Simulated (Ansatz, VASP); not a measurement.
**Two plane-wave programs on GaSb**

File POSCAR:

```
GaSb
1.0
    0.0000000000      3.0590000000      3.0590000000
    3.0590000000      0.0000000000      3.0590000000
    3.0590000000      3.0590000000      0.0000000000
Sb Ga
1 1
Direct
    0.7500000000      0.7500000000      0.7500000000
    0.0000000000      0.0000000000      0.0000000000
```

Contents of INCAR.step1:

```
PREC = Accurate
ENCUT = 520
EDIFF = 1E-5
ISMEAR = -1
SIGMA = 0.05
LREAL = F
LASPH = T
NELM = 80
ALGO = Normal
ISIF = 2
LWAVE = T
LCHARG = F
GGA = PE
NBANDS = 16
```

INCAR.step2

```
PREC = Accurate
ENCUT = 520
EDIFF = 1E-6
ISMEAR = -1
SIGMA = 0.05
LREAL = F
LASPH = T
NELM = 80
ALGO = Normal
ISIF = 2
LWAVE = F
LCHARG = F
GGA = B3
LHFCALC = T
AEXX = 0.2
AGGAX = 0.72
AGGAC = 0.81
ALDAC = 0.19
PRECFOCK = Normal
ISTART = 1
NBANDS = 16
```

Contents of KPOINTS:

```
Automatic mesh
0
Gamma
  4 4 4
```

The input input.yaml:

```yaml
crystal:
  lattice:
    - [0.0, 3.059, 3.059]
    - [3.059, 0.0, 3.059]
    - [3.059, 3.059, 0.0]
  atoms:
    - { symbol: Sb, position: [0.75, 0.75, 0.75] }
    - { symbol: Ga, position: [0.0, 0.0, 0.0] }
hamiltonian:
  xc: b3lyp
  pseudopotentials: { kind: paw }
kpoints:
  mp_grid: { grid: [4, 4, 4] }
scf:
  occupations: { method: fermi_dirac, width: 0.05 }
output:
  forces: true
  stress: true
  eigenvalues: true
```

Alike in both runs: task single point; functional B3LYP; k mesh 4 × 4 × 4; occupations fermi-dirac, width 0.05 eV; no spin polarisation.

|  | VASP | Ansatz |
| --- | --- | --- |
| version | VASP 6.6.1 | Ansatz 0.2.0 |
| potentials or method | VASP PAW PBE potentials, release 64 (Sb, Ga_d) | Ansatz PAW |
| plane-wave cutoff (eV) | 520 | 420 |
| valence electrons in the cell | 18 | 28 |

VASP gave:

- gap on the k mesh at the Fermi level (eV): 1.09
- least direct gap on the mesh (eV): 1.09
- pressure (GPa): 3.1

Problem. Estimate Ansatz's values.

Solution. gap on the k mesh at the Fermi level (eV): 0.99; least direct gap on the mesh (eV): 0.99; pressure (GPa): 3.3.

VASP's potentials were made for PBE, not for B3LYP. With one functional, cell and mesh, what is left measures potentials, basis and numerics. VASP's potentials hold 18 valence electrons a cell and Ansatz's 28, so a difference there can come from the potentials and not from the codes.

The k mesh is coarse, so the values compare programs but aren't converged. Neither program's run includes spin-orbit coupling.
